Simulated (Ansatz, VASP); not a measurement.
## SiC: VASP beside Ansatz

```
CELL_PARAMETERS angstrom
-3.10840 3.61713 2.53317
3.10840 -3.61713 2.53317
3.10840 3.61713 -2.53317
ATOMIC_POSITIONS crystal
Si 0.34491 0.39600 0.74091
Si 0.15509 0.89600 0.05110
Si 0.84491 0.10400 0.94890
Si 0.65509 0.60400 0.25909
Si 0.75000 0.25000 0.50000
Si 0.25000 0.75000 0.50000
C 0.34491 0.10400 0.44890
C 0.15509 0.60400 0.75909
C 0.25000 0.25000 0.00000
C 0.75000 0.75000 0.00000
C 0.84491 0.39600 0.24091
C 0.65509 0.89600 0.55110
```

Alike in both runs: task relaxation of cell and atoms; functional PBE; k mesh 4 × 4 × 4; occupations gaussian, width 0.1 eV; no spin polarisation.

```csv
,VASP,Ansatz
version,VASP 6.6.1,Ansatz 0.2.0
potentials or method,"VASP PAW PBE potentials, release 64 (Si, C), cutoff 600 eV","scalar-relativistic, plane waves, PAW"
valence electrons in the cell,48,48
```

|  | VASP | Ansatz | Ansatz less VASP |
| --- | --- | --- | --- |
| gap on the k mesh at the Fermi level, each at its own relaxed structure (eV) | 1.32 | 1.32 | -0.002 |
| relaxed volume (Å³/atom) | 10.93 | 10.93 | -0.002 |
| relaxed cell length with the largest relative difference (Å) | 5.636 | 5.637 | +0.0001 |

Noted on VASP's run: the volume moved by over 15 % at a fixed basis, so the end points are rough.
